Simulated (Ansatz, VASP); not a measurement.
## Nb in VASP and in Ansatz

INCAR

```
  PREC = Accurate
  ENCUT = 520
  EDIFF = 1E-8
  ISMEAR = -1
  SIGMA = 0.03
  LREAL = F
  LASPH = T
  NELM = 60
  ALGO = Normal
  ISIF = 2
  LWAVE = F
  LCHARG = F
  GGA = PE
  LEFG = T
  NBANDS = 12
```

KPOINTS

```
regular mesh
0
Gamma
  15 15 15
```

File POSCAR:

```
Nb
1.0
   -1.6639500000      1.6639500000      1.6639500000
    1.6639500000     -1.6639500000      1.6639500000
    1.6639500000      1.6639500000     -1.6639500000
Nb
1
Direct
    0.0000000000      0.0000000000      0.0000000000
```

Input for Ansatz:

```yaml
crystal:
  lattice:
    - [-1.66395, 1.66395, 1.66395]
    - [1.66395, -1.66395, 1.66395]
    - [1.66395, 1.66395, -1.66395]
  atoms:
    - { symbol: Nb, position: [0.0, 0.0, 0.0] }
kpoints:
  mp_grid: { grid: [15, 15, 15] }
  band_path:
    path:
      - [0.0, 0.0, 0.0]
      - [0.5, -0.5, 0.5]
      - [0.0, 0.0, 0.5]
      - [0.0, 0.0, 0.0]
      - [0.25, 0.25, 0.25]
      - [0.5, -0.5, 0.5]
      - [0.25, 0.25, 0.25]
      - [0.0, 0.0, 0.5]
    npoints: 8
scf:
  occupations: { method: fermi_dirac, width: 0.03 }
hamiltonian:
  xc: pbe
  pseudopotentials: { kind: all_electron, datasets: crystal }
output:
  forces: true
  stress: true
  eigenvalues: true
  efg: { contact_densities: true }
```

Alike in both runs: task electric field gradients; functional PBE; k mesh 15 × 15 × 15; occupations fermi-dirac, width 0.03 eV; no spin polarisation.

```csv
,VASP,Ansatz
version,VASP 6.6.1,Ansatz 0.2.0
potentials or method,"VASP PAW PBE potentials, release 64 (Nb_sv), cutoff 520 eV","all-electron PAW with datasets made for the crystal, scalar-relativistic"
```

|  | VASP | Ansatz | Ansatz less VASP |
| --- | --- | --- | --- |
| pressure (GPa) | -2.8 | -2.5 | +0.31 |

Ansatz ran all-electron here, and VASP with PAW potentials.
